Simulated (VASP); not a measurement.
# Sr: single point with PBEsol

Sr:

```
Sr
1.0
     4.05140    0.00000    0.00000
    -2.02570    3.50862    0.00000
     0.00000    0.00000    7.05000
Sr
2
Direct
  0.33333 0.66667 0.25000
  0.66667 0.33333 0.75000
```

This cell differs from its parent crystal: strain -0.0600 x Voigt [1, 1, 0, 0, 0, 0].

```yaml
Program: VASP 6.6.1
Task: single point
Functional: PBEsol
Potentials_or_basis: VASP PAW PBE potentials, release 64 (Sr_sv)
Cutoff: 520 eV
k_mesh: 12 × 12 × 8
Occupations: gaussian, width 0.15 eV
Spin: no spin polarisation
```

- Pressure: 0.6 GPa
- Band gap on the k mesh: zero (bands 10 and 11 overlap by 0.31 eV)

Stress tensor (GPa, compression positive):
```
 1.13  0.00  0.00
 0.00  1.13  0.00
 0.00  0.00 -0.46
```

Levels at points of the mesh, in eV from the Fermi level:
| k point | band 8 | band 9 | band 10 | band 11 | band 12 | band 13 |
| --- | --- | --- | --- | --- | --- | --- |
| (0.00, 0.00, 0.00) | -18.22 | -3.78 | -1.36 | -0.02 | 2.06 | 2.48 |
| (0.50, 0.00, 0.00) | -18.27 | -1.03 | -0.46 | -0.03 | 0.32 | 1.29 |
| (0.00, 0.00, 0.50) | -18.23 | -2.85 | -2.85 | 1.10 | 1.10 | 2.52 |
| (0.50, 0.00, 0.50) | -18.29 | -0.84 | -0.84 | 0.39 | 0.39 | 1.32 |

It took 5.7 min on 1 thread of Intel Xeon 8259CL (shared host), peak memory 0.3 GiB.

Caveat: the cell differs from its parent crystal (strain -0.0600 x Voigt [1, 1, 0, 0, 0, 0]); the PAW data sets were made with another functional, which shifts forces and pressure a little.
